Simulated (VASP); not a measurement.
## Ag3S2: relaxation of cell and atoms with PBE

Ag3S2:

```xyz
5
Lattice="4.1813 0.0000 0.0000 -2.0907 3.6211 0.0000 0.0000 0.0000 6.5054" Properties=species:S:1:pos:R:3 pbc="T T T"
Ag    0.0000    0.0000    0.0000
Ag    0.0000    2.4141    4.1960
Ag    2.0907    1.2070    2.3094
S     0.0000    2.4141    1.5938
S     2.0907    1.2070    4.9116
```

```json
{
 "Program": "VASP 6.6.1",
 "Task": "relaxation of cell and atoms",
 "Functional": "PBE",
 "Potentials or basis": "VASP PAW PBE potentials, release 64 (Ag, S)",
 "Cutoff": "600 eV",
 "k mesh": "6 × 6 × 4",
 "Occupations": "gaussian, width 0.1 eV",
 "Spin": "no spin polarisation",
 "Dipole correction": "no",
 "Further INCAR settings": "ALGO = Normal; EDIFF = 1e-06; IBRION = 2; EDIFFG = -0.04; NSW = 90; ISIF = 3"
}
```

- Relaxed volume: 19.51 Å³/atom
- Relaxed cell: a = 4.090 Å, b = 4.090 Å, c = 6.734 Å, α = 90.00°, β = 90.00°, γ = 120.00°
- Space group after relaxing (to 0.05 Å): P-3m1 (No. 164)
- Energy gained by relaxing: 31.5 meV/atom
- Ionic steps: 17
- Pressure after relaxing: -0.2 GPa
- Largest force after relaxing: 0.038 eV/Å

Forces on the atoms (eV/Å):
```
Ag   0.000  0.000  0.000
Ag   0.000  0.000  0.038
Ag   0.000  0.000 -0.038
S    0.000  0.000 -0.005
S    0.000  0.000  0.005
```

Step by step:
```csv
step,energy change (eV),largest force (eV/Å),pressure (GPa),volume (Å³)
1,0.0000,0.7218,1.80,98.50
2,-0.0463,0.4003,-0.97,101.69
3,-0.0469,0.3686,-1.23,102.05
4,-0.0752,0.3000,-0.89,100.87
5,-0.1177,0.1961,0.45,97.39
6,-0.1180,0.2124,0.64,97.00
7,-0.1256,0.1981,-0.41,97.95
8,-0.1256,0.1970,-0.41,97.96
9,-0.1350,0.1622,-0.14,97.33
10,-0.1416,0.1244,0.37,96.38
11,-0.1493,0.1086,-0.23,97.29
12,-0.1502,0.1016,-0.55,97.77
13,-0.1547,0.0760,0.02,97.10
14,-0.1548,0.0839,0.15,97.00
15,-0.1567,0.0656,0.00,97.22
16,-0.1577,0.0413,-0.17,97.51
17,-0.1577,0.0380,-0.22,97.56
```

Final structure:
```xyz
5
Lattice="4.0900 0.0000 0.0000 -2.0450 3.5421 0.0000 0.0000 0.0000 6.7340" Properties=species:S:1:pos:R:3 pbc="T T T"
Ag    0.0000    0.0000    0.0000
Ag    0.0000    2.3614    4.1944
Ag    2.0450    1.1807    2.5396
S     0.0000    2.3614    1.4340
S     2.0450    1.1807    5.3000
```

Levels at points of the mesh, in eV from the Fermi level:
```csv
k point,band 20,band 21,band 22,band 23,band 24,band 25
"(0.00, 0.00, 0.00)",-0.12,-0.12,0.32,0.49,0.49,3.11
"(0.50, 0.00, 0.00)",-1.86,-1.83,-0.61,0.56,2.99,3.00
"(0.00, 0.00, 0.50)",-0.20,-0.20,0.70,0.70,2.43,2.70
"(0.50, 0.00, 0.50)",-0.87,-0.74,-0.73,-0.45,2.15,3.41
```

Run time: 12 min on 1 thread of Intel(R) Xeon(R) Platinum 8259CL CPU @ 2.50GHz (Skylake/Cascade Lake), with other jobs on the host, peak memory 0.3 GiB.
